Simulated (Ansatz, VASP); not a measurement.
**TaSb: VASP beside Ansatz**

The input INCAR:

```
PREC = Accurate
ENCUT = 400
EDIFF = 1E-8
ISMEAR = -1
SIGMA = 0.15
LREAL = F
LASPH = T
NELM = 120
ALGO = Normal
ISIF = 2
LWAVE = F
LCHARG = F
GGA = PS
LEFG = T
NBANDS = 21
GGA_COMPAT = F
```

Contents of KPOINTS:

```
regular mesh
0
Gamma
  15 15 12
```

File POSCAR:

```
TaSb
1.0
    3.5428234342      0.0000000000      0.0000000000
   -1.7714117171      3.0681750952      0.0000000000
    0.0000000000      0.0000000000      3.7743054601
Ta Sb
1 1
Direct
    0.6666666667      0.3333333333      0.5000000000
    0.3333333333      0.6666666667      0.0000000000
```

Input for Ansatz:

```yaml
crystal:
  lattice:
    - [3.5428234342, 0.0, 0.0]
    - [-1.7714117171, 3.0681750952, 0.0]
    - [0.0, 0.0, 3.7743054601]
  atoms:
    - { symbol: Ta, position: [0.6666666667, 0.3333333333, 0.5] }
    - { symbol: Sb, position: [0.3333333333, 0.6666666667, 0.0] }
basis:
  ecutwfc: 420
kpoints:
  mp_grid: { grid: [15, 15, 12] }
hamiltonian:
  xc: pbesol
scf:
  occupations: { method: fermi_dirac, width: 0.15 }
output:
  forces: true
  stress: true
  eigenvalues: true
  efg: {}
checkpoint:
  read: start.run
  write: ck
  compress: false
  write_wavefunctions: false
  write_every: 100000
```

Alike in both runs: task electric field gradients; functional PBEsol; k mesh 15 × 15 × 12; occupations fermi-dirac, width 0.15 eV; no spin polarisation.

|  | VASP | Ansatz |
| --- | --- | --- |
| version | VASP 6.6.1 | Ansatz 0.2.0 |
| potentials or method | VASP PAW PBE potentials, release 64 (Ta_sv_GW, Sb_d_GW), cutoff 400 eV | scalar-relativistic, plane waves, PAW |
| valence electrons in the cell | 28 | 28 |

VASP gave:

* gap on the k mesh at the Fermi level (eV): none
* size of Vzz on the site where it differs most (V/Å²): 21.6

Problem. What did Ansatz give for the same quantities?

Solution. gap on the k mesh at the Fermi level (eV): none; size of Vzz on the site where it differs most (V/Å²): 28.7.

VASP's potentials were made for PBE, not for PBEsol. A gap of «none» marks a metal or a gap that the smearing closes.

Spin-orbit coupling is off throughout.
